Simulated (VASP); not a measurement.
Wanted: the native input for a VASP 6.6.1 run.

```
Task                   : single point
Functional             : PBE
Potentials or basis    : VASP PAW PBE potentials, release 64 (Ta_sv_GW, Nb_sv, O)
Cutoff                 : 600 eV
k mesh                 : 6 × 6 × 6
Occupations            : gaussian, width 0.1 eV
Spin                   : no spin polarisation
Dipole correction      : no
Second run             : valence_matched
Further INCAR settings : ALGO = Normal; EDIFF = 1e-06; NBANDS = 34
```

The structure of Ta2NbO2 lies in POSCAR:

```
Ta2NbO2
1.0
   -2.1238445851      2.1238445851      4.2019735898
    2.1238445851     -2.1238445851      4.2019735898
    2.1238445851      2.1238445851     -4.2019735898
Ta Nb O
2 1 2
Direct
    0.7500000000      0.2500000000      0.5000000000
    0.2500000000      0.7500000000      0.5000000000
    0.0000000000      0.0000000000      0.0000000000
    0.7415889993      0.7415889993      0.0000000000
    0.2584110007      0.2584110007      0.0000000000
```

One way to write it, as run:

INCAR

```
SYSTEM = Ta2NbO2
  PREC = Accurate
  ENCUT = 600
  EDIFF = 1E-6
  ISMEAR = 0
  SIGMA = 0.1
  LREAL = .False.
  LASPH = .True.
  NELM = 120
  ALGO = Normal
  ISIF = 2
  LWAVE = .False.
  LCHARG = .False.
  GGA = PE
  NBANDS = 34
  GGA_COMPAT = .False.
```

KPOINTS

```
Automatic mesh
0
Gamma
  6 6 6
  0 0 0
```

Potentials or basis: VASP PAW PBE potentials, release 64 (Ta_sv_GW, Nb_sv, O).

Run with:

```sh
$ cat potpaw_PBE.64/Ta_sv_GW/POTCAR potpaw_PBE.64/Nb_sv/POTCAR potpaw_PBE.64/O/POTCAR > POTCAR
$ mpirun -np 1 vasp_std > vasp.out
```

It gave:

```yaml
Pressure: 0.0 GPa
Largest_force: 0.006 eV/Å
```

Caveat: an odd number of electrons without spin polarisation forces a metal; a magnetic or distorted state may lie lower.

Wall time 99 s on 1 thread of Intel(R) Xeon(R) 6975P-C (Granite Rapids) (shared host), peak memory 0.31 GiB.
